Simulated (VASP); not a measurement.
Runs of VASP 6.6.1 on Mg. The structure is that of space group P6_3/mmc (No. 194), or close to it. The cells are those of the table. 

```tsv
cell	gap on the mesh (eV)	pressure (GPa)
a = 3.216, b = 3.216, c = 5.229 Å, angles 90.0, 90.0, 120.0°, 2 atoms	none	0.0
a = 3.340, b = 3.340, c = 5.430 Å, angles 90.0, 90.0, 120.0°, 2 atoms	none	-2.7
a = 3.082, b = 3.082, c = 5.011 Å, angles 90.0, 90.0, 120.0°, 2 atoms	none	(a)
a = 3.128, b = 3.128, c = 5.086 Å, angles 90.0, 90.0, 120.0°, 2 atoms	none	3.2
a = 3.300, b = 3.300, c = 5.365 Å, angles 90.0, 90.0, 120.0°, 2 atoms	none	-2.0
a = 3.173, b = 3.173, c = 5.158 Å, angles 90.0, 90.0, 120.0°, 2 atoms	none	(b)
a = 3.259, b = 3.259, c = 5.298 Å, angles 90.0, 90.0, 120.0°, 2 atoms	none	-1.1
```

Alike in all rows: task single point; level BLYP; potentials or basis VASP PAW PBE potentials, release 64 (Mg); no spin polarisation; k mesh 18 × 18 × 10; cutoff (eV) 520; smearing fermi-dirac 0.1 eV.

Q: Fill in the values left out.

A: (a) 5.4; (b) 1.4.

Caveats: the PAW data sets were made with another functional, which shifts forces and pressure a little.

A gap of «none» marks levels without a gap at the run's occupations.
